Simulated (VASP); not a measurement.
# Nb in VASP: single point with PBE+D3(BJ)

Aim: the single point of Nb with PBE+D3(BJ).

Program: VASP 6.6.1. These are calculated values, not measurements. Logs are shortened: lines on timing, memory, paths and dates and some standing lists are left out, and cuts for length are marked.

## Step 1: The cell of the first run

The cell holds a slab with vacuum, 16 atoms: a = 6.533 Å, b = 6.533 Å, c = 20.900 Å, α = 90.00°, β = 90.00°, γ = 90.00°.

## Step 2: Single point, PBE+D3(BJ)

INCAR reads:

```
PREC = Accurate
ENCUT = 520
EDIFF = 1E-6
ISMEAR = 0
SIGMA = 0.1
LREAL = Auto
LASPH = T
NELM = 80
ALGO = Normal
ISIF = 2
LWAVE = F
LCHARG = T
LDIPOL = T
IDIPOL = 3
DIPOL = 0.5 0.5 0.499
GGA = PE
IVDW = 12
LELF = T
LVHAR = T
LVACPOTAV = T
NBANDS = 118
```

KPOINTS reads:

```
Automatic mesh
0
Gamma
  3 3 1
```

POSCAR reads:

```
Nb
1.0
    6.5334730399      0.0000000000      0.0000000000
    0.0000000000      6.5334730399      0.0000000000
    0.0000000000      0.0000000000     20.9001047799
Nb
16
Direct
    0.2500000000      0.7500000000      0.3827732006
    0.2500000000      0.2500000000      0.3827732006
    0.7500000000      0.7500000000      0.3827732006
    0.7500000000      0.2500000000      0.3827732006
    0.5000000000      0.5000000000      0.4609244002
    0.5000000000      0.0000000000      0.4609244002
    0.0000000000      0.5000000000      0.4609244002
    0.0000000000      0.0000000000      0.4609244002
    0.7500000000      0.2500000000      0.5383781934
    0.7500000000      0.7500000000      0.5383781934
    0.2500000000      0.2500000000      0.5383781934
    0.2500000000      0.7500000000      0.5383781934
    0.0000000000      0.0000000000      0.6126146547
    0.0000000000      0.5000000000      0.6126146547
    0.5000000000      0.0000000000      0.6126146547
    0.5000000000      0.5000000000      0.6126146547
```

Potentials or basis: VASP PAW PBE potentials, release 64 (Nb_sv).

Command:

```
$ cat potpaw_PBE.64/Nb_sv/POTCAR > POTCAR
$ mpirun -np 1 vasp_std > vasp.out
```

OUTCAR:

```text
PREC = Accurate
   ENCUT = 520
   EDIFF = 1E-6
   ISMEAR = 0
   LREAL = Auto
   LASPH = T
   NELM = 80
   ISIF = 2
   GGA = PE
   IVDW = 12
 IVDW          = 12

 ion  position               nearest neighbor table
   1  0.250  0.750  0.383-   5 2.83   6 2.83   7 2.83   8 2.83
   2  0.250  0.250  0.383-   5 2.83   6 2.83   7 2.83   8 2.83
   3  0.750  0.750  0.383-   5 2.83   6 2.83   7 2.83   8 2.83
   4  0.750  0.250  0.383-   5 2.83   6 2.83   7 2.83   8 2.83
   5  0.500  0.500  0.461-   9 2.82  10 2.82  11 2.82  12 2.82   1 2.83   2 2.83   3 2.83   4 2.83

   6  0.500  0.000  0.461-   9 2.82  10 2.82  11 2.82  12 2.82   1 2.83   2 2.83   3 2.83   4 2.83

   7  0.000  0.500  0.461-   9 2.82  10 2.82  11 2.82  12 2.82   1 2.83   2 2.83   3 2.83   4 2.83

   8  0.000  0.000  0.461-   9 2.82  10 2.82  11 2.82  12 2.82   1 2.83   2 2.83   3 2.83   4 2.83

   9  0.750  0.250  0.538-  13 2.78  14 2.78  15 2.78  16 2.78   5 2.82   6 2.82   7 2.82   8 2.82

  10  0.750  0.750  0.538-  13 2.78  14 2.78  15 2.78  16 2.78   5 2.82   6 2.82   7 2.82   8 2.82

  11  0.250  0.250  0.538-  13 2.78  14 2.78  15 2.78  16 2.78   5 2.82   6 2.82   7 2.82   8 2.82

  12  0.250  0.750  0.538-  13 2.78  14 2.78  15 2.78  16 2.78   5 2.82   6 2.82   7 2.82   8 2.82

  13  0.000  0.000  0.613-   9 2.78  10 2.78  11 2.78  12 2.78
  14  0.000  0.500  0.613-   9 2.78  10 2.78  11 2.78  12 2.78
  15  0.500  0.000  0.613-   9 2.78  10 2.78  11 2.78  12 2.78
  16  0.500  0.500  0.613-   9 2.78  10 2.78  11 2.78  12 2.78

  LATTYP: Found a simple tetragonal cell.
 ALAT       =     6.5334730399
 C/A-ratio  =     3.1989272248

  Lattice vectors:

 A1 = (   6.5334730399,   0.0000000000,   0.0000000000)
 A2 = (   0.0000000000,   6.5334730399,   0.0000000000)
 A3 = (   0.0000000000,   0.0000000000,  20.9001047799)

Analysis of symmetry for initial positions (statically):
=====================================================================
 Subroutine PRICEL returns following result:

  LATTYP: Found a simple tetragonal cell.
 ALAT       =     3.2667365199
 C/A-ratio  =     6.3978544496

  Lattice vectors:

 A1 = (   3.2667365199,   0.0000000000,   0.0000000000)
 A2 = (   0.0000000000,   3.2667365199,   0.0000000000)
 A3 = (   0.0000000000,   0.0000000000,  20.9001047799)

   4 primitive cells build up your supercell.

 Routine SETGRP: Setting up the symmetry group for a
 simple tetragonal supercell.

 Subroutine GETGRP returns: Found  8 space group operations
 (whereof  8 operations were pure point group operations)
 out of a pool of 16 trial point group operations.

The static configuration has the point symmetry C_4v.

Analysis of symmetry for dynamics (positions and initial velocities):
=====================================================================
 Subroutine PRICEL returns following result:

  LATTYP: Found a simple tetragonal cell.
 ALAT       =     3.2667365199
 C/A-ratio  =     6.3978544496

  Lattice vectors:

 A1 = (   3.2667365199,   0.0000000000,   0.0000000000)
 A2 = (   0.0000000000,   3.2667365199,   0.0000000000)
 A3 = (   0.0000000000,   0.0000000000,  20.9001047799)

   4 primitive cells build up your supercell.

 Routine SETGRP: Setting up the symmetry group for a
 simple tetragonal supercell.

 Subroutine GETGRP returns: Found  8 space group operations
 (whereof  8 operations were pure point group operations)
 out of a pool of 16 trial point group operations.

The dynamic configuration has the point symmetry C_4v.

 Subroutine INISYM returns: Found  8 space group operations
 (whereof  8 operations are pure point group operations),
 and found     4 'primitive' translations

----------------------------------------------------------------------------------------

                                     Primitive cell

  volume of cell :     223.0369

  direct lattice vectors                    reciprocal lattice vectors
     3.266736520  0.000000000  0.000000000     0.306115903  0.000000000  0.000000000
     0.000000000  3.266736520  0.000000000     0.000000000  0.306115903  0.000000000
     0.000000000  0.000000000 20.900104780     0.000000000  0.000000000  0.047846650

  length of vectors
     3.266736520  3.266736520 20.900104780     0.306115903  0.306115903  0.047846650

  position of ions in fractional coordinates (direct lattice)
     0.500000000  0.500000000  0.382773201
     0.000000000  0.000000000  0.460924400
     0.500000000  0.500000000  0.538378193
     0.000000000  0.000000000  0.612614655

  ion indices of the primitive-cell ions
   primitive index   ion index
                 1           1
                 2           5
                 3          12
                 4          13

----------------------------------------------------------------------------------------

 KPOINTS: Automatic mesh

Automatic generation of k-mesh.
 Grid dimensions read from file:
 generate k-points for:    3    3    1

 Generating k-lattice:

  Cartesian coordinates                     Fractional coordinates (reciprocal lattice)
     0.051019317  0.000000000  0.000000000     0.333333333  0.000000000  0.000000000
     0.000000000  0.051019317  0.000000000     0.000000000  0.333333333  0.000000000
     0.000000000  0.000000000  0.047846650     0.000000000  0.000000000  1.000000000

  Length of vectors
     0.051019317  0.051019317  0.047846650

  Shift w.r.t. Gamma in fractional coordinates (k-lattice)
     0.000000000  0.000000000  0.000000000

 Subroutine IBZKPT returns following result:
 ===========================================

 Found      3 irreducible k-points:

 Following reciprocal coordinates:
            Coordinates               Weight
  0.000000  0.000000  0.000000      1.000000
  0.333333  0.000000  0.000000      4.000000
  0.333333  0.333333  0.000000      4.000000
   k-points           NKPTS =      3   k-points in BZ     NKDIM =      3   number of bands    NBANDS=    118
   number of dos      NEDOS =    301   number of ions     NIONS =     16
   total plane-waves  NPLWV = 400000
   dimension x,y,z NGX =    50 NGY =   50 NGZ =  160
   dimension x,y,z NGXF=   100 NGYF=  100 NGZF=  320
   ions per type =              16
   NGX,Y,Z   is equivalent  to a cutoff of  12.72, 12.72, 12.73 a.u.
   NGXF,Y,Z  is equivalent  to a cutoff of  25.45, 25.45, 25.45 a.u.
 SYSTEM =  unknown system
   PREC   = accura    normal or accurate (medium, high low for compatibility)
   ISTART =      0    job   : 0-new  1-cont  2-samecut
   ICHARG =      2    charge: 1-file 2-atom 10-const
   ISPIN  =      1    spin polarized calculation?
   LNONCOLLINEAR =      F non collinear calculations
   LSORBIT =      F    spin-orbit coupling
   LASPH  =      T    aspherical Exc in radial PAW
   ENCUT  =  520.0 eV  38.22 Ry    6.18 a.u.  12.15 12.15 38.86*2*pi/ulx,y,z
   NELM   =     80;   NELMIN=  2; NELMDL= -5     # of ELM steps
   EDIFF  = 0.1E-05   stopping-criterion for ELM
   LREAL  =      T    real-space projection
   EDIFFG = 0.1E-04   stopping-criterion for IOM
   NSW    =      0    number of steps for IOM
   IBRION =     -1    ionic relax: 0-MD 1-quasi-New 2-CG
   NFREE  =      0    steps in history (QN), initial steepest desc. (CG)
   ISIF   =      2    stress and relaxation
   ISYM   =      2    0-nonsym 1-usesym 2-fastsym
   POTIM  = 0.5000    time-step for ionic-motion
   TEBEG  =    0.0;   TEEND  =   0.0 temperature during run
   PSTRESS=    0.0 pullay stress
   NELECT =     208.0000    total number of electrons
   NUPDOWN=      -1.0000    fix difference up-down
   EMIN   =  10.00;   EMAX   =-10.00  energy-range for DOS
   EFERMI =   0.00;   METHOD = LEGACY
   ISMEAR =     0;   SIGMA  =   0.10  broadening in eV -4-tet -1-fermi 0-gaus
   EFERMI_NEDOS =   21; number of points for ismear=-14 and -15
   IALGO  =     38    algorithm
   IMIX   =      4    mixing-type and parameters
     AMIX     =   0.40;   BMIX     =  1.00
     AMIX_MAG =   1.60;   BMIX_MAG =  1.00
  volume/ion in A,a.u.               =      55.76       376.28
  Fermi-wavevector in a.u.,A,eV,Ry     =   1.007590  1.904068 13.813138  1.015237
  Thomas-Fermi vector in A             =   2.140404
   LORBIT       =      0    0 simple, 1 ext, 2 COOP (PROOUT), +10 PAW based schemes
   GGA     = PE    functional components
   LHFCALC =     F    Hartree Fock is set to
   AEXX    =    0.0000 exact exchange contribution
   IVDW    =    12    specifies the selected vdW correction
   LEPSILON=     F    determine dielectric tensor
   LRPA    =     F    only Hartree local field effects (RPA)
 non-spin polarized calculation
 Gauss-broadening in eV      SIGMA  =   0.10
  energy-cutoff  :      520.00
  volume of cell :      892.15
 maximum number of plane-waves:     24061
 NGX is ok and might be reduce to    50
   NGX = 25   NGY = 25   NGZ = 77

 dipolmoment           0.000000      0.000000      0.004367 electrons x Angstroem

 number of electron     208.0000015 magnetization

 dipolmoment           0.000000      0.000000     -0.011663 electrons x Angstroem

 Free energy of the ion-electron system (eV)
  ---------------------------------------------------
  ext. energy  EPLUGINS =         0.00000000
  ---------------------------------------------------
  free energy    TOTEN  =      -149.51436087 eV

  energy without entropy =     -149.26640587  energy(sigma->0) =     -149.39038337

 E-fermi :   1.3959     XC(G=0):  -5.1268

 val. band max:        1.3922698951   @ k =   0.3333   0.0000   0.0000
 cond. band min:       1.4233602242   @ k =   0.3333   0.3333   0.0000
 fundamental gap:      0.0310903290
 Fermi energy:         1.3959393773

 k-point     1 :       0.0000    0.0000    0.0000
  band No.  band energies     occupation
      1     -53.7359      2.00000
      2     -53.6934      2.00000
      3     -53.6934      2.00000
      4     -53.6721      2.00000
      5     -53.6658      2.00000
      6     -53.6153      2.00000
[... 108 lines left out ...]
    115       2.5853      0.00000
    116       2.5853      0.00000

 k-point     2 :       0.3333    0.0000    0.0000
  band No.  band energies     occupation
      1     -53.7253      2.00000
      2     -53.7040      2.00000
      3     -53.6881      2.00000
      4     -53.6775      2.00000
      5     -53.6535      2.00000
      6     -53.6282      2.00000
[... 108 lines left out ...]
    115       2.0773      0.00000
    116       2.1552      0.00000

 k-point     3 :       0.3333    0.3333    0.0000
  band No.  band energies     occupation
      1     -53.7160      2.00000
      2     -53.6974      2.00000
      3     -53.6974      2.00000
      4     -53.6841      2.00000
      5     -53.6428      2.00000
      6     -53.6210      2.00000
[... 108 lines left out ...]
    115       1.8140      0.00000
    116       1.9872      0.00000
 [bands above 116 left out]

------------------------ aborting loop because EDIFF is reached ----------------------------------------

 Edisp (eV)   -7.69635

 E8    (eV) :    -3.9157

  FORCE on cell =-STRESS in cart. coord.  units (eV):
  Direction    XX          YY          ZZ          XY          YZ          ZX
  --------------------------------------------------------------------------------------
  -------------------------------------------------------------------------------------
  Total     -16.68412   -16.68412    -3.02675     0.00000     0.00000     0.00000
  in kB     -29.96244   -29.96244    -5.43564     0.00000     0.00000     0.00000
  external pressure =      -21.79 kB  Pullay stress =        0.00 kB

 VOLUME and BASIS-vectors are now :
 -----------------------------------------------------------------------------
  energy-cutoff  :      520.00
  volume of cell :      892.15
      direct lattice vectors                 reciprocal lattice vectors
     6.533473040  0.000000000  0.000000000     0.153057952  0.000000000  0.000000000
     0.000000000  6.533473040  0.000000000     0.000000000  0.153057952  0.000000000
     0.000000000  0.000000000 20.900104780     0.000000000  0.000000000  0.047846650

 POSITION                                       TOTAL-FORCE (eV/Angst)
 -----------------------------------------------------------------------------------
      1.63337      4.90010      8.00000         0.000000      0.000000      0.380659
      1.63337      1.63337      8.00000        -0.000000     -0.000000      0.380659
      4.90010      4.90010      8.00000         0.000000      0.000000      0.380659
      4.90010      1.63337      8.00000         0.000000     -0.000000      0.380659
      3.26674      3.26674      9.63337         0.000000     -0.000000     -0.366814
      3.26674      0.00000      9.63337         0.000000     -0.000000     -0.366814
[... 8 lines left out ...]
      3.26674      0.00000     12.80371        -0.000000     -0.000000     -0.020613
      3.26674      3.26674     12.80371        -0.000000     -0.000000     -0.020613
 -----------------------------------------------------------------------------------
    total drift:                                0.000000      0.000000      0.015225

  FREE ENERGIE OF THE ION-ELECTRON SYSTEM (eV)
  ---------------------------------------------------
  free  energy   TOTEN  =      -157.2107095725 eV

  energy  without entropy=     -156.9627545685  energy(sigma->0) =     -157.08673207

 vacuum level on the upper side and lower side of the slab         5.065         5.114
```

Wall time 14 min (1 thread of Intel Xeon Platinum 8488C (Sapphire Rapids), shared host); peak memory 0.83 GiB.

Results:

| Quantity | Value |
| --- | --- |
| Free energy | -157.2107 eV |
| Largest force | 0.381 eV/Å |
| Band gap on the k mesh | zero (bands 104 and 105 overlap by 0.06 eV) |
| Dispersion energy per atom | -0.481 eV |

Forces in eV/Å, atoms in the order of the input:
```
Nb   0.000  0.000  0.381
Nb   0.000  0.000  0.381
Nb   0.000  0.000  0.381
Nb   0.000  0.000  0.381
Nb   0.000  0.000 -0.367
Nb   0.000  0.000 -0.367
Nb   0.000  0.000 -0.367
Nb   0.000  0.000 -0.367
Nb   0.000  0.000  0.007
Nb   0.000  0.000  0.007
Nb   0.000  0.000  0.007
Nb   0.000  0.000  0.007
Nb   0.000  0.000 -0.021
Nb   0.000  0.000 -0.021
Nb   0.000  0.000 -0.021
Nb   0.000  0.000 -0.021
```

The gap in the log of VASP goes by the Fermi energy; the results here count the filled bands.